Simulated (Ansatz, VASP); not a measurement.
# Rh in VASP and in Ansatz

```xyz
8
Lattice="3.2670 0.0000 0.0000 -1.6335 2.8293 0.0000 0.0000 0.0000 10.6698" Properties=species:S:1:pos:R:3 pbc="T T T"
Rh    0.0000    0.0000    1.0003
Rh    0.0000    0.0000    6.3352
Rh    0.0000    0.0000    4.3346
Rh    0.0000    0.0000    9.6695
Rh    0.0000    1.8862    1.6672
Rh    1.6335    0.9431    7.0020
Rh    0.0000    1.8862    3.6677
Rh    1.6335    0.9431    9.0026
```

Alike in both runs: task relaxation of cell and atoms; functional PBE; k mesh 6 × 6 × 2; occupations gaussian, width 0.1 eV; no spin polarisation.

|  | VASP | Ansatz |
| --- | --- | --- |
| version | VASP 6.6.1 | Ansatz 0.2.0 |
| potentials or method | VASP PAW PBE potentials, release 64 (Rh_pv), cutoff 600 eV | scalar-relativistic, plane waves, PAW |
| valence electrons in the cell | 120 | 136 |

```tsv
	VASP	Ansatz	Ansatz less VASP
gap on the k mesh at the Fermi level, each at its own relaxed structure (eV)	none	none	-
relaxed volume (Å³/atom)	20.82	20.88	+0.060
relaxed cell length with the largest relative difference (Å)	3.966	3.974	+0.0083
```

A gap of «none» marks a metal or a gap that the smearing closes. VASP's potentials hold 120 valence electrons a cell and Ansatz's 136, so a difference there can come from the potentials and not from the codes.

The k mesh is coarse, so the values compare programs but aren't converged. Noted on VASP's run: the volume moved by over 15 % at a fixed basis, so the end points are rough.
